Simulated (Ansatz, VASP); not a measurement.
# La in VASP and in Ansatz

```
La
1.0
     0.00000    2.64105    2.64105
     2.64105    0.00000    2.64105
     2.64105    2.64105    0.00000
La
1
Direct
  0.00000 0.00000 0.00000
```

Alike in both runs: functional PBE; k mesh 13 × 13 × 13; occupations fermi-dirac, width 0.08 eV; no spin polarisation.

Ansatz relaxed the structure, and its values are those at the end. VASP's run is a single point on that final structure, the one shown.

|  | VASP | Ansatz |
| --- | --- | --- |
| version | VASP 6.6.1 | Ansatz 0.2.0 |
| potentials or method | VASP PAW PBE potentials, release 64 (La) | PAW with Ansatz's default frozen-core files, scalar-relativistic |
| plane-wave cutoff (eV) | 520 | 420 |
| valence electrons in the cell | 11 | 11 |

VASP gave:

| Quantity | Value |
| --- | --- |
| pressure (GPa) | 0.1 |

What did Ansatz give for the same quantities?

Pressure (GPa): 0.0.

Spin-orbit coupling is off throughout.
